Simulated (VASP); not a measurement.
# GaOs12 in VASP: further runs

The runs below take GaOs12 through single point, with PBE.

All numbers are computed with VASP 6.6.1; they aren't measurements. Logs are shortened: lines on timing, memory, paths and dates and some standing lists are left out, and cuts for length are marked.

**1. The cell of the first run**

The cell holds a slab with vacuum, 13 atoms: a = 5.480 Å, b = 5.480 Å, c = 15.326 Å, α = 90.00°, β = 90.00°, γ = 60.00°.

**2. Single point, PBE**

File INCAR:

```
SYSTEM = GaOs12
ALGO = Normal ; EDIFF = 1E-6
ENCUT = 520 ; GGA = PE
ISIF = 2 ; ISMEAR = 0
LASPH = .True. ; LCHARG = .False.
LREAL = .False. ; LWAVE = .False.
NBANDS = 66 ; NELM = 80
PREC = Accurate ; SIGMA = 0.05
```

File KPOINTS:

```
k-points
0
Gamma
  4 4 1
  0 0 0
```

File POSCAR:

```
GaOs12
1.0
    5.4800000000      0.0000000000      0.0000000000
    2.7400000000      4.7458190000      0.0000000000
    0.0000000000      0.0000000000     15.3264600000
Os Ga
12 1
Direct
    0.0000000000      0.0000000000      0.0652466388
    0.5000000000      0.0000000000      0.0652466388
   -0.0000000527      0.5000001054      0.0652466388
    0.4999999473      0.5000001054      0.0652466388
   -0.1668063639      0.3335999540      0.2016745550
    0.3327835083      0.3344158300      0.2017555261
   -0.1670685667      0.8349119509      0.2019354763
    0.3321558637      0.8348959368      0.2019389996
   -0.0002063441      0.0005864109      0.3386256187
    0.5036771282     -0.0075163001      0.3402690510
   -0.0142461540      0.5078255197      0.3403485867
    0.5063808000      0.5077800059      0.3403466293
    0.3035854850      0.3925845044      0.4755901885
```

Potentials or basis: VASP PAW PBE potentials, release 64 (Os, Ga_d).

On the command line:

```
cat potpaw_PBE.64/Os/POTCAR potpaw_PBE.64/Ga_d/POTCAR > POTCAR
mpirun -np 1 vasp_std > vasp.out
```

OUTCAR:

```text
SYSTEM = GaOs12
   EDIFF = 1E-6
   ENCUT = 520
   GGA = PE
   ISIF = 2
   ISMEAR = 0
   LASPH = .True.
   LREAL = .False.
   NELM = 80
   PREC = Accurate

 ion  position               nearest neighbor table
   1  0.000  0.000  0.065-   7 2.62   8 2.62   5 2.62   4 2.74   3 2.74   2 2.74   2 2.74   3 2.74
                             4 2.74
   2  0.500  0.000  0.065-   7 2.62   8 2.62   6 2.63   3 2.74   4 2.74   1 2.74   1 2.74   4 2.74
                             3 2.74
   3  1.000  0.500  0.065-   6 2.62   5 2.62   7 2.63   2 2.74   1 2.74   4 2.74   4 2.74   1 2.74
                             2 2.74
   4  0.500  0.500  0.065-   6 2.62   5 2.62   8 2.63   1 2.74   2 2.74   3 2.74   3 2.74   2 2.74
                             1 2.74
   5  0.833  0.334  0.202-   4 2.62   3 2.62   1 2.62   9 2.63  11 2.63  12 2.63   7 2.73   8 2.73
                             6 2.74   6 2.74   8 2.75   7 2.75
   6  0.333  0.334  0.202-   3 2.62   4 2.62   2 2.63  10 2.67  12 2.69  11 2.69   7 2.74   8 2.74
                             5 2.74   5 2.74   8 2.74   7 2.74
   7  0.833  0.835  0.202-   1 2.62   9 2.62   2 2.62  11 2.63   3 2.63  10 2.63   5 2.73   8 2.74
                             6 2.74   6 2.74   8 2.74   5 2.75
   8  0.332  0.835  0.202-   1 2.62   9 2.62   2 2.62  12 2.63   4 2.63  10 2.63   5 2.73   7 2.74
                             6 2.74   6 2.74   7 2.74   5 2.75
   9  1.000  0.001  0.339-   8 2.62   7 2.62   5 2.63  12 2.74  10 2.74  11 2.74  10 2.74  11 2.74
                            12 2.74
  10  0.504  0.992  0.340-   8 2.63   7 2.63  12 2.65  11 2.65   6 2.67   9 2.74   9 2.74  13 2.81
                            11 2.83  12 2.83
  11  0.986  0.508  0.340-  13 2.57  12 2.63   7 2.63   5 2.63  10 2.65   6 2.69   9 2.74   9 2.74
                            10 2.83  12 2.85
  12  0.506  0.508  0.340-  13 2.58  11 2.63   8 2.63   5 2.63  10 2.65   6 2.69   9 2.74   9 2.74
                            10 2.83  11 2.85
  13  0.304  0.393  0.476-  11 2.57  12 2.58  10 2.81

  LATTYP: Found a hexagonal cell.
 ALAT       =     5.4799998158
 C/A-ratio  =     2.7967993641

  Lattice vectors:

 A1 = (  -2.7400000000,  -4.7458190000,   0.0000000000)
 A2 = (   5.4800000000,   0.0000000000,   0.0000000000)
 A3 = (   0.0000000000,   0.0000000000,  15.3264600000)

Analysis of symmetry for initial positions (statically):
=====================================================================
 Subroutine PRICEL returns:
 Original cell was already a primitive cell.

 Routine SETGRP: Setting up the symmetry group for a
 hexagonal supercell.

 Subroutine GETGRP returns: Found  1 space group operations
 (whereof  1 operations were pure point group operations)
 out of a pool of 24 trial point group operations.

The static configuration has the point symmetry C_1 .

Analysis of symmetry for dynamics (positions and initial velocities):
=====================================================================
 Subroutine PRICEL returns:
 Original cell was already a primitive cell.

 Routine SETGRP: Setting up the symmetry group for a
 hexagonal supercell.

 Subroutine GETGRP returns: Found  1 space group operations
 (whereof  1 operations were pure point group operations)
 out of a pool of 24 trial point group operations.

The dynamic configuration has the point symmetry C_1 .

 Subroutine INISYM returns: Found  1 space group operations
 (whereof  1 operations are pure point group operations),
 and found     1 'primitive' translations

----------------------------------------------------------------------------------------

                                     Primitive cell

  volume of cell :     398.5966

  direct lattice vectors                    reciprocal lattice vectors
     5.480000000  0.000000000  0.000000000     0.182481752 -0.105355893  0.000000000
     2.740000000  4.745819000  0.000000000     0.000000000  0.210711787  0.000000000
     0.000000000  0.000000000 15.326460000     0.000000000  0.000000000  0.065246639

  length of vectors
     5.480000000  5.479999816 15.326460000     0.210711779  0.210711787  0.065246639

  position of ions in fractional coordinates (direct lattice)
     0.000000000  0.000000000  0.065246639
[... 40 lines left out ...]
     0.045620438 -0.026338973  0.000000000     0.250000000 -0.000000000  0.000000000
     0.000000000  0.052677947  0.000000000     0.000000000  0.250000000  0.000000000
     0.000000000  0.000000000  0.065246639     0.000000000  0.000000000  1.000000000

  Length of vectors
     0.052677945  0.052677947  0.065246639

  Shift w.r.t. Gamma in fractional coordinates (k-lattice)
     0.000000000  0.000000000  0.000000000

 Subroutine IBZKPT returns following result:
 ===========================================

 Found     10 irreducible k-points:

 Following reciprocal coordinates:
            Coordinates               Weight
  0.000000  0.000000  0.000000      1.000000
  0.250000  0.000000  0.000000      2.000000
  0.250000  0.250000  0.000000      2.000000
  0.000000  0.250000  0.000000      2.000000
  0.500000  0.000000  0.000000      1.000000
  0.500000  0.500000  0.000000      1.000000
  0.000000  0.500000  0.000000      1.000000
  0.500000  0.250000  0.000000      2.000000
  0.250000  0.500000  0.000000      2.000000
 -0.250000  0.250000  0.000000      2.000000
   k-points           NKPTS =     10   k-points in BZ     NKDIM =     10   number of bands    NBANDS=     66
   number of dos      NEDOS =    301   number of ions     NIONS =     13
   total plane-waves  NPLWV = 211680
   dimension x,y,z NGX =    42 NGY =   42 NGZ =  120
   dimension x,y,z NGXF=    84 NGYF=   84 NGZF=  240
   ions per type =              12   1
   NGX,Y,Z   is equivalent  to a cutoff of  12.74, 12.74, 13.02 a.u.
   NGXF,Y,Z  is equivalent  to a cutoff of  25.48, 25.48, 26.03 a.u.
 SYSTEM =  GaOs12
   PREC   = accura    normal or accurate (medium, high low for compatibility)
   ISTART =      0    job   : 0-new  1-cont  2-samecut
   ICHARG =      2    charge: 1-file 2-atom 10-const
   ISPIN  =      1    spin polarized calculation?
   LNONCOLLINEAR =      F non collinear calculations
   LSORBIT =      F    spin-orbit coupling
   LASPH  =      T    aspherical Exc in radial PAW
   ENCUT  =  520.0 eV  38.22 Ry    6.18 a.u.  10.19 10.19 28.50*2*pi/ulx,y,z
   NELM   =     80;   NELMIN=  2; NELMDL= -5     # of ELM steps
   EDIFF  = 0.1E-05   stopping-criterion for ELM
   LREAL  =      F    real-space projection
   EDIFFG = 0.1E-04   stopping-criterion for IOM
   NSW    =      0    number of steps for IOM
   IBRION =     -1    ionic relax: 0-MD 1-quasi-New 2-CG
   NFREE  =      0    steps in history (QN), initial steepest desc. (CG)
   ISIF   =      2    stress and relaxation
   ISYM   =      2    0-nonsym 1-usesym 2-fastsym
   POTIM  = 0.5000    time-step for ionic-motion
   TEBEG  =    0.0;   TEEND  =   0.0 temperature during run
   PSTRESS=    0.0 pullay stress
   NELECT =     109.0000    total number of electrons
   NUPDOWN=      -1.0000    fix difference up-down
   EMIN   =  10.00;   EMAX   =-10.00  energy-range for DOS
   EFERMI =   0.00;   METHOD = LEGACY
   ISMEAR =     0;   SIGMA  =   0.05  broadening in eV -4-tet -1-fermi 0-gaus
   EFERMI_NEDOS =   21; number of points for ismear=-14 and -15
   IALGO  =     38    algorithm
   IMIX   =      4    mixing-type and parameters
     AMIX     =   0.40;   BMIX     =  1.00
     AMIX_MAG =   1.60;   BMIX_MAG =  1.00
  volume/ion in A,a.u.               =      30.66       206.91
  Fermi-wavevector in a.u.,A,eV,Ry     =   1.062607  2.008035 15.362781  1.129133
  Thomas-Fermi vector in A             =   2.198063
   LORBIT       =      0    0 simple, 1 ext, 2 COOP (PROOUT), +10 PAW based schemes
   GGA     = PE    functional components
   LHFCALC =     F    Hartree Fock is set to
   AEXX    =    0.0000 exact exchange contribution
   IVDW    =     0    specifies the selected vdW correction
   LEPSILON=     F    determine dielectric tensor
   LRPA    =     F    only Hartree local field effects (RPA)
 non-spin polarized calculation
 Gauss-broadening in eV      SIGMA  =   0.05
  energy-cutoff  :      520.00
  volume of cell :      398.60
 maximum number of plane-waves:     10779
 NGX is ok and might be reduce to    42
   NGX = 21   NGY = 21   NGZ = 57

 number of electron     109.0000007 magnetization

 Free energy of the ion-electron system (eV)
  ---------------------------------------------------
  ext. energy  EPLUGINS =         0.00000000
  ---------------------------------------------------
  free energy    TOTEN  =      -129.38482483 eV

  energy without entropy =     -129.36356215  energy(sigma->0) =     -129.37419349

 E-fermi :   1.6769     XC(G=0):  -7.7899

 val. band max:        1.6598073133   @ k =   0.2500   0.2500   0.0000
 cond. band min:       1.6978046941   @ k =   0.2500   0.5000   0.0000
 fundamental gap:      0.0379973808
 Fermi energy:         1.6768798150

 k-point     1 :       0.0000    0.0000    0.0000
  band No.  band energies     occupation
      1     -12.8335      2.00000
      2     -12.8314      2.00000
      3     -12.8125      2.00000
      4     -12.7943      2.00000
      5     -12.7928      2.00000
      6      -8.4762      2.00000
[... 679 lines left out ...]
     65       2.9671      0.00000
     66       3.0267      0.00000

------------------------ aborting loop because EDIFF is reached ----------------------------------------

  FORCE on cell =-STRESS in cart. coord.  units (eV):
  Direction    XX          YY          ZZ          XY          YZ          ZX
  --------------------------------------------------------------------------------------
  -------------------------------------------------------------------------------------
  Total       -6.4769537     -7.6685077     -0.2305074      0.0007122     -0.8908726      0.0043966
  in kB      -26.0344129    -30.8239189     -0.9265351      0.0028626     -3.5809035      0.0176725
  external PRESSURE =     -19.2616223 kB  Pullay stress =       0.0000000 kB

 VOLUME and BASIS-vectors are now :
 -----------------------------------------------------------------------------
  energy-cutoff  :      520.00
  volume of cell :      398.60
      direct lattice vectors                 reciprocal lattice vectors
     5.480000000  0.000000000  0.000000000     0.182481752 -0.105355893  0.000000000
     2.740000000  4.745819000  0.000000000     0.000000000  0.210711787  0.000000000
     0.000000000  0.000000000 15.326460000     0.000000000  0.000000000  0.065246639

 POSITION                                       TOTAL-FORCE (eV/Angst)
 -----------------------------------------------------------------------------------
      0.00000      0.00000      1.00000        -0.000466      0.126754     -0.042153
      2.74000      0.00000      1.00000         0.000085      0.317585     -0.028367
      6.85000      2.37291      1.00000         0.241023     -0.155856      0.049754
      4.11000      2.37291      1.00000        -0.241141     -0.155629      0.048436
      5.47996      1.58321      3.09096         0.000219     -0.010887     -0.009630
      2.73995      1.58708      3.09220        -0.000399     -0.001590     -0.005330
      6.85212      3.96234      3.09496         0.004294      0.007602     -0.002907
      4.10783      3.96226      3.09501        -0.004136      0.007382     -0.006168
      5.48048      0.00278      5.18993        -0.005026      0.006190      0.001130
      5.47956      4.71015      5.21512         0.003380     -0.030094      0.011584
      6.79337      2.41005      5.21634        -0.031651      0.022716     -0.003346
      4.16628      2.40983      5.21631         0.033037      0.022460     -0.002768
      2.73933      1.86314      7.28911         0.000781     -0.156631     -0.010233
 -----------------------------------------------------------------------------------
    total drift:                               -0.000062      0.000036     -0.000111

  FREE ENERGIE OF THE ION-ELECTRON SYSTEM (eV)
  ---------------------------------------------------
  free  energy   TOTEN  =      -129.3848248269 eV

  energy  without entropy=     -129.3635621502  energy(sigma->0) =     -129.37419349
```

It took 16 min on 1 thread of Intel Xeon Platinum 8259CL at 2.50GHz (Skylake/Cascade Lake), shared host; peak memory 0.55 GiB.

Results:

```
Free energy            : -129.3848 eV
Largest force          : 0.319 eV/Å
Band gap on the k mesh : zero (an odd number of electrons rules out a gap without spin polarisation)
```

Forces on the atoms (eV/Å):
```
Os   0.000  0.127 -0.042
Os   0.000  0.318 -0.028
Os   0.241 -0.156  0.050
Os  -0.241 -0.156  0.048
Os   0.000 -0.011 -0.010
Os   0.000 -0.002 -0.005
Os   0.004  0.008 -0.003
Os  -0.004  0.007 -0.006
Os  -0.005  0.006  0.001
Os   0.003 -0.030  0.012
Os  -0.032  0.023 -0.003
Os   0.033  0.022 -0.003
Ga   0.001 -0.157 -0.010
```

Caveat: there is no dipole correction, which matters where the two faces differ; spin-orbit coupling is left out, which moves the levels of the heavy elements.

**3. Single point, PBE**

File INCAR:

```
SYSTEM = GaOs12
  ALGO = Normal
  EDIFF = 1E-6
  ENCUT = 520
  GGA = PE
  ISIF = 2
  ISMEAR = 0
  LASPH = .TRUE.
  LCHARG = .FALSE.
  LREAL = .FALSE.
  LWAVE = .FALSE.
  NBANDS = 66
  NELM = 60
  PREC = Accurate
  SIGMA = 0.05
```

File KPOINTS:

```
k-points
0
G
  4 4 1
  0 0 0
```

File POSCAR:

```
GaOs12
1.0
    5.4800000000      0.0000000000      0.0000000000
    2.7400000000      4.7458190000      0.0000000000
    0.0000000000      0.0000000000     15.3264600000
Os Ga
12 1
Direct
    0.0000000000      0.0000000000      0.0652466388
    0.5000000000      0.0000000000      0.0652466388
   -0.0000000527      0.5000001054      0.0652466388
    0.4999999473      0.5000001054      0.0652466388
   -0.1667611490      0.3335011302      0.2015772722
    0.3331328534      0.3337200597      0.2017304061
   -0.1662291282      0.8339976725      0.2018592682
    0.3322447987      0.8339578479      0.2018505252
    0.0007462070     -0.0006938739      0.3388393667
    0.5033782929     -0.0073824982      0.3394593403
   -0.0130616953      0.5052898140      0.3405985466
    0.5076240646      0.5052504109      0.3405728394
    0.2739607910      0.4516076150      0.4784053199
```

Potentials or basis: VASP PAW PBE potentials, release 64 (Os, Ga_d).

On the command line:

```
cat potpaw_PBE.64/Os/POTCAR potpaw_PBE.64/Ga_d/POTCAR > POTCAR
mpirun -np 1 vasp_std > vasp.out
```

It took 15 min on 1 thread of Intel Xeon Platinum 8259CL at 2.50GHz (Skylake/Cascade Lake), shared host; peak memory 0.56 GiB.

Results (log left out):

```yaml
Free_energy: -129.3442 eV
Largest_force: 0.272 eV/Å
Band_gap_on_the_k_mesh: zero (an odd number of electrons rules out a gap without spin polarisation)
```

Forces on the atoms (eV/Å):
```
Os  -0.001  0.161 -0.018
Os   0.000  0.255 -0.030
Os   0.216 -0.161  0.035
Os  -0.215 -0.160  0.030
Os   0.001 -0.008 -0.014
Os  -0.001 -0.002 -0.006
Os   0.003  0.007  0.000
Os  -0.003  0.006 -0.007
Os  -0.011 -0.001  0.001
Os   0.006 -0.027  0.007
Os  -0.029  0.027 -0.003
Os   0.033  0.022 -0.002
Ga   0.001 -0.119  0.007
```

Levels at points of the mesh, in eV from the Fermi level:
```
           k point  band 51  band 52  band 53  band 54  band 55  band 56  band 57  band 58  band 59  band 60
(0.00, 0.00, 0.00)     0.08     0.22     0.40     0.94     1.00     1.06     1.54     1.64     1.75     1.81
(0.50, 0.00, 0.00)    -1.11    -0.46    -0.38    -0.24    -0.07    -0.06    -0.02     0.10     0.18     0.46
(0.50, 0.50, 0.00)    -1.12    -0.46    -0.38    -0.25    -0.06    -0.06    -0.02     0.10     0.19     0.46
(0.00, 0.50, 0.00)    -0.88    -0.58    -0.47    -0.26    -0.06    -0.02     0.07     0.12     0.16     0.46
```

Caveat: there is no dipole correction, which matters where the two faces differ; spin-orbit coupling is left out, which moves the levels of the heavy elements.

The gap in the log of VASP goes by the Fermi energy; the results here count the filled bands.